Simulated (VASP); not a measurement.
# ZrOs (Pm-3m) in VASP: single point with LDA

Aim: the single point of ZrOs with LDA.

Program: VASP 6.6.1. These are calculated values, not measurements. Logs are shortened: lines on timing, memory, paths and dates and some standing lists are left out, and cuts for length are marked.

### Step 1. The cell of the first run

The structure is cubic, space group Pm-3m (No. 221). The conventional cell has a = 3.263 Å, b = 3.263 Å, c = 3.263 Å, α = 90.00°, β = 90.00°, γ = 90.00°. Within 3.7 Å of Zr (site symmetry m-3m) lie 8 Os at 2.83 Å and 6 Zr at 3.26 Å. Os (site symmetry m-3m) has 8 Zr at 2.83 Å and 6 Os at 3.26 Å within 3.7 Å.

### Step 2. Single point, LDA

INCAR

```
ALGO = Normal
EDIFF = 1E-6
ENCUT = 600
GGA_COMPAT = F
ISIF = 2
ISMEAR = -1
LASPH = T
LCHARG = T
LELF = T
LREAL = F
LVHAR = T
LWAVE = F
NBANDS = 17
NELM = 120
PREC = Accurate
SIGMA = 0.0272
```

KPOINTS

```
k-points
0
Gamma
  8 8 8
```

POSCAR

```
ZrOs
1.0
    3.2630000000      0.0000000000      0.0000000000
    0.0000000000      3.2630000000      0.0000000000
    0.0000000000      0.0000000000      3.2630000000
Zr Os
1 1
Direct
    0.5000000000      0.5000000000      0.5000000000
    0.0000000000      0.0000000000      0.0000000000
```

Potentials or basis: VASP PAW LDA potentials, release 64 (Zr_sv, Os).

Launch:

```sh
$ cat potpaw_LDA.64/Zr_sv/POTCAR potpaw_LDA.64/Os/POTCAR > POTCAR
$ mpirun -np 1 vasp_std > vasp.out
```

OUTCAR:

```text
EDIFF = 1E-6
   ENCUT = 600
   ISIF = 2
   ISMEAR = -1
   LASPH = T
   LREAL = F
   NELM = 120
   PREC = Accurate

 ion  position               nearest neighbor table
   1  0.500  0.500  0.500-   2 2.83   2 2.83   2 2.83   2 2.83   2 2.83   2 2.83   2 2.83   2 2.83

   2  0.000  0.000  0.000-   1 2.83   1 2.83   1 2.83   1 2.83   1 2.83   1 2.83   1 2.83   1 2.83

  LATTYP: Found a simple cubic cell.
 ALAT       =     3.2630000000

  Lattice vectors:

 A1 = (   3.2630000000,   0.0000000000,   0.0000000000)
 A2 = (   0.0000000000,   3.2630000000,   0.0000000000)
 A3 = (   0.0000000000,   0.0000000000,   3.2630000000)

Analysis of symmetry for initial positions (statically):
=====================================================================
 Subroutine PRICEL returns:
 Original cell was already a primitive cell.

 Routine SETGRP: Setting up the symmetry group for a
 simple cubic supercell.

 Subroutine GETGRP returns: Found 48 space group operations
 (whereof 48 operations were pure point group operations)
 out of a pool of 48 trial point group operations.

The static configuration has the point symmetry O_h .

Analysis of symmetry for dynamics (positions and initial velocities):
=====================================================================
 Subroutine PRICEL returns:
 Original cell was already a primitive cell.

 Routine SETGRP: Setting up the symmetry group for a
 simple cubic supercell.

 Subroutine GETGRP returns: Found 48 space group operations
 (whereof 48 operations were pure point group operations)
 out of a pool of 48 trial point group operations.

The dynamic configuration has the point symmetry O_h .

 Subroutine INISYM returns: Found 48 space group operations
 (whereof 48 operations are pure point group operations),
 and found     1 'primitive' translations

----------------------------------------------------------------------------------------

                                     Primitive cell

  volume of cell :      34.7417

  direct lattice vectors                    reciprocal lattice vectors
     3.263000000  0.000000000  0.000000000     0.306466442  0.000000000  0.000000000
     0.000000000  3.263000000  0.000000000     0.000000000  0.306466442  0.000000000
     0.000000000  0.000000000  3.263000000     0.000000000  0.000000000  0.306466442
[... 80 lines left out ...]
   LSORBIT =      F    spin-orbit coupling
   LASPH  =      T    aspherical Exc in radial PAW
   ENCUT  =  600.0 eV  44.10 Ry    6.64 a.u.   6.52  6.52  6.52*2*pi/ulx,y,z
   NELM   =    120;   NELMIN=  2; NELMDL= -5     # of ELM steps
   EDIFF  = 0.1E-05   stopping-criterion for ELM
   LREAL  =      F    real-space projection
   EDIFFG = 0.1E-04   stopping-criterion for IOM
   NSW    =      0    number of steps for IOM
   IBRION =     -1    ionic relax: 0-MD 1-quasi-New 2-CG
   NFREE  =      0    steps in history (QN), initial steepest desc. (CG)
   ISIF   =      2    stress and relaxation
   ISYM   =      2    0-nonsym 1-usesym 2-fastsym
   POTIM  = 0.5000    time-step for ionic-motion
   TEBEG  =    0.0;   TEEND  =   0.0 temperature during run
   PSTRESS=    0.0 pullay stress
   NELECT =      20.0000    total number of electrons
   NUPDOWN=      -1.0000    fix difference up-down
   EMIN   =  10.00;   EMAX   =-10.00  energy-range for DOS
   EFERMI =   0.00;   METHOD = LEGACY
   ISMEAR =    -1;   SIGMA  =   0.03  broadening in eV -4-tet -1-fermi 0-gaus
   EFERMI_NEDOS =   21; number of points for ismear=-14 and -15
   IALGO  =     38    algorithm
   IMIX   =      4    mixing-type and parameters
     AMIX     =   0.40;   BMIX     =  1.00
     AMIX_MAG =   1.60;   BMIX_MAG =  1.00
  volume/ion in A,a.u.               =      17.37       117.22
  Fermi-wavevector in a.u.,A,eV,Ry     =   1.361866  2.573554 25.234445  1.854679
  Thomas-Fermi vector in A             =   2.488405
   LORBIT       =      0    0 simple, 1 ext, 2 COOP (PROOUT), +10 PAW based schemes
   GGA     = CA    functional components
   LHFCALC =     F    Hartree Fock is set to
   AEXX    =    0.0000 exact exchange contribution
   IVDW    =     0    specifies the selected vdW correction
   LEPSILON=     F    determine dielectric tensor
   LRPA    =     F    only Hartree local field effects (RPA)
 non-spin polarized calculation
  energy-cutoff  :      600.00
  volume of cell :       34.74
 maximum number of plane-waves:      1189
 NGX is ok and might be reduce to    28
   NGX = 13   NGY = 13   NGZ = 13

 number of electron      20.0000000 magnetization

 Free energy of the ion-electron system (eV)
  ---------------------------------------------------
  ext. energy  EPLUGINS =         0.00000000
  ---------------------------------------------------
  free energy    TOTEN  =       -23.03938664 eV

  energy without entropy =      -23.03634143  energy(sigma->0) =      -23.03786404

 E-fermi :   9.7869     XC(G=0): -12.8302

 val. band max:        9.7795180149   @ k =   0.3750   0.1250   0.0000
 cond. band min:       9.9288910389   @ k =   0.5000   0.1250   0.1250
 fundamental gap:      0.1493730240
 Fermi energy:         9.7868773840

 k-point     1 :       0.0000    0.0000    0.0000
  band No.  band energies     occupation
      1     -38.7784      2.00000
      2     -16.7869      2.00000
      3     -16.7869      2.00000
      4     -16.7869      2.00000
      5       1.7595      2.00000
      6       4.4846      2.00000
[... 457 lines left out ...]
      4     -16.7893      2.00000
      5       4.4326      2.00000
      6       5.1679      2.00000
[... 9 lines left out ...]
     16      16.1064      0.00000
     17      19.2923      0.00000

 [... further k-points ...]

------------------------ aborting loop because EDIFF is reached ----------------------------------------

  FORCE on cell =-STRESS in cart. coord.  units (eV):
  Direction    XX          YY          ZZ          XY          YZ          ZX
  --------------------------------------------------------------------------------------
  -------------------------------------------------------------------------------------
  Total       -1.6058549     -1.6058549     -1.6058549     -0.0000000     -0.0000000     -0.0000000
  in kB      -74.0569214    -74.0569214    -74.0569214     -0.0000000     -0.0000000     -0.0000000
  external PRESSURE =     -74.0569214 kB  Pullay stress =       0.0000000 kB

 VOLUME and BASIS-vectors are now :
 -----------------------------------------------------------------------------
  energy-cutoff  :      600.00
  volume of cell :       34.74
      direct lattice vectors                 reciprocal lattice vectors
     3.263000000  0.000000000  0.000000000     0.306466442  0.000000000  0.000000000
     0.000000000  3.263000000  0.000000000     0.000000000  0.306466442  0.000000000
     0.000000000  0.000000000  3.263000000     0.000000000  0.000000000  0.306466442

 POSITION                                       TOTAL-FORCE (eV/Angst)
 -----------------------------------------------------------------------------------
      1.63150      1.63150      1.63150         0.000000      0.000000      0.000000
      0.00000      0.00000      0.00000         0.000000      0.000000      0.000000
 -----------------------------------------------------------------------------------
    total drift:                                0.000000      0.000000      0.000000

  FREE ENERGIE OF THE ION-ELECTRON SYSTEM (eV)
  ---------------------------------------------------
  free  energy   TOTEN  =       -23.0393866396 eV

  energy  without entropy=      -23.0363414326  energy(sigma->0) =      -23.03786404
```

stdout:

```text
POSCAR found type information on POSCAR ZrOs
 POSCAR found :  2 types and       2 ions
 scaLAPACK will be used
 LDA part: xc-table for (Slater(with rela. corr.)+CA(PZ))
 , standard interpolation
 POSCAR, INCAR and KPOINTS ok, starting setup
 FFT: planning ... GRIDC
 FFT: planning ... GRID_SOFT
 FFT: planning ... GRID
 WAVECAR not read
 entering main loop
```

Wall time 35 s (1 thread of Intel Xeon 8259CL, shared host); peak memory 0.16 GiB.

Results:

| Quantity | Value |
| --- | --- |
| Free energy | -23.0394 eV |
| Pressure | -7.4 GPa |
| Band gap on the k mesh | zero (bands 10 and 11 overlap by 1.30 eV) |

Caveat: the cell stands under tension; spin-orbit coupling is left out, which moves the levels of the heavy elements.

The gap in the log of VASP goes by the Fermi energy; the results here count the filled bands.